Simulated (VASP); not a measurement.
SiC, 8 atoms in the cell. It takes space group P6_3mc (No. 186, hexagonal). The conventional cell has a = 3.034 Å, b = 3.034 Å, c = 9.935 Å, α = 90.00°, β = 90.00°, γ = 120.00°. Within 2.5 Å of Si (site symmetry 3m) lie 4 C at 1.86 Å. Si (site symmetry 3m) has 4 C at 1.86 to 1.87 Å within 2.5 Å. Within 2.5 Å of C (site symmetry 3m) lie 4 Si at 1.86 Å. C (site symmetry 3m) has 4 Si at 1.86 to 1.87 Å within 2.5 Å. 

```yaml
Program: VASP 6.6.1
Task: single point
Functional: PBE
Dispersion: D3(BJ)
Potentials_or_basis: VASP PAW PBE potentials, release 64 (Si, C)
Cutoff: 520 eV
k_mesh: 10 × 10 × 3
Occupations: fermi-dirac, width 0.05 eV
Spin: no spin polarisation
Dipole_correction: no
Further_INCAR_settings: ALGO = Normal; EDIFF = 1e-06; NBANDS = 26
```

Potentials or basis: VASP PAW PBE potentials, release 64 (Si, C).

The run is started by

```bash
$ cat potpaw_PBE.64/Si/POTCAR potpaw_PBE.64/C/POTCAR > POTCAR
$ mpirun -np 1 vasp_std > vasp.out
```

Hardware: 1 thread of Intel Xeon 8259CL, with other jobs on the host.

Problem. How long does it take, and how much memory?

Solution. Wall time 68 s on 1 thread of Intel Xeon 8259CL (shared host), peak memory 0.22 GiB. Counts: scf iterations 13, k points 28.
